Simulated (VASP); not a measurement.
Input of a VASP 6.6.1 run:

File POSCAR:

```
Ru
1.0
    2.7059477279      0.0000000000      0.0000000000
   -1.3529738639      2.3434194737      0.0000000000
    0.0000000000      0.0000000000      4.2579056513
Ru
2
Direct
    0.3333333333      0.6666666667      0.2500000000
    0.6666666667      0.3333333333      0.7500000000
```

Contents of INCAR.step1:

```
PREC = Accurate ; ENCUT = 620
ISMEAR = -1 ; SIGMA = 0.1
LREAL = F ; LASPH = T
NELM = 120 ; NBANDS = 23
GGA = PE ; ALGO = Normal
EDIFF = 1E-5 ; LWAVE = T
LCHARG = F ; GGA_COMPAT = F
```

Contents of INCAR.step2:

```
PREC = Accurate ; ENCUT = 620
EDIFF = 1E-6 ; ISMEAR = -1
SIGMA = 0.1 ; LREAL = F
LASPH = T ; NELM = 120
ALGO = Normal ; ISIF = 2
LWAVE = F ; LCHARG = T
METAGGA = R2SCAN ; LMIXTAU = T
LELF = T ; LVHAR = T
NBANDS = 23 ; ISTART = 1
GGA_COMPAT = F
```

File KPOINTS:

```
regular mesh
0
Gamma
  11 11 6
```

Potentials or basis: VASP PAW PBE potentials, release 64 (Ru_sv).

Command:

```sh
$ cat potpaw_PBE.64/Ru_sv/POTCAR > POTCAR
$ cp INCAR.step1 INCAR
$ mpirun -np 1 vasp_std > vasp.out
$ cp INCAR.step2 INCAR
$ mpirun -np 1 vasp_std > vasp.out
```

(1) Predict the band gap on the k mesh.

(2) What does it give for the pressure?

Results:

(1) zero (bands 16 and 17 overlap by 3.25 eV).

(2) 0.2 GPa.

Caveat: the PAW data sets were made with another functional, which shifts forces and pressure a little.
